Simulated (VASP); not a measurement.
Input of a VASP 6.6.1 run:

INCAR

```
SYSTEM = Al
PREC     = Accurate       ! precision mode
ENCUT    = 520            ! plane-wave cutoff, eV
EDIFF    = 1E-7           ! SCF threshold, eV
ISMEAR   = 0              ! smearing method
SIGMA    = 0.15           ! smearing width, eV
LREAL    = .False.        ! projectors in reciprocal space
LASPH    = .True.         ! aspherical terms in the spheres
NELM     = 80             ! most SCF steps
ALGO     = Normal         ! electronic algorithm
ISIF     = 2              ! what is computed and relaxed
LWAVE    = .False.        ! write WAVECAR
LCHARG   = .False.        ! write CHGCAR
GGA      = PE             ! functional
IVDW     = 12             ! dispersion correction
NBANDS   = 8              ! bands
```

KPOINTS

```
Automatic mesh
0
Gamma
  20 20 20
  0 0 0
```

Contents of POSCAR:

```
Al
1.0
    0.0000000000      1.9936203000      1.9936203000
    1.9936203000      0.0000000000      1.9936203000
    1.9936203000      1.9936203000      0.0000000000
Al
1
Direct
    0.0000000000      0.0000000000      0.0000000000
```

Potentials or basis: VASP PAW PBE potentials, release 64 (Al).

Command:

```bash
$ cat potpaw_PBE.64/Al/POTCAR > POTCAR
$ mpirun -np 1 vasp_std > vasp.out
```

Problem. Estimate the dispersion energy per atom.

Solution. -0.351 eV.

Problem. Predict the pressure.

Solution. -0.4 GPa.

Caveat: the cell differs from its parent crystal (strain -0.015 along x and y, -0.015 along z); pairwise dispersion overbinds metals, which lowers pressure and volume.
